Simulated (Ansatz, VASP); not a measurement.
## Two plane-wave programs on NbP

```
Nb P
1.0
    -1.66992    1.66992    5.72775
     1.66992   -1.66992    5.72775
     1.66992    1.66992   -5.72775
Nb P
2 2
Direct
  0.74984 0.74984 0.00000
  0.49984 0.99984 0.50000
  0.33279 0.33279 0.00000
  0.08279 0.58279 0.50000
```

Alike in both runs: functional r2SCAN; k mesh 18 × 18 × 18; occupations fermi-dirac, width 0.15 eV; no spin polarisation.

Ansatz relaxed the structure, and its values are those at the end. VASP's run is a single point on that final structure, the one shown.

|  | VASP | Ansatz |
| --- | --- | --- |
| version | VASP 6.6.1 | Ansatz 0.2.0 |
| potentials or method | VASP PAW PBE potentials, release 64 (Nb_sv, P), cutoff 550 eV | scalar-relativistic, plane waves, PAW |
| valence electrons in the cell | 36 | 36 |

|  | VASP | Ansatz | Ansatz less VASP |
| --- | --- | --- | --- |
| gap on the k mesh at the Fermi level (eV) | none | none | - |
| pressure (GPa) | -0.4 | 0.0 | +0.39 |

VASP's potentials were made for PBE, not for r2SCAN. A gap of «none» marks a metal or a gap that the smearing closes.
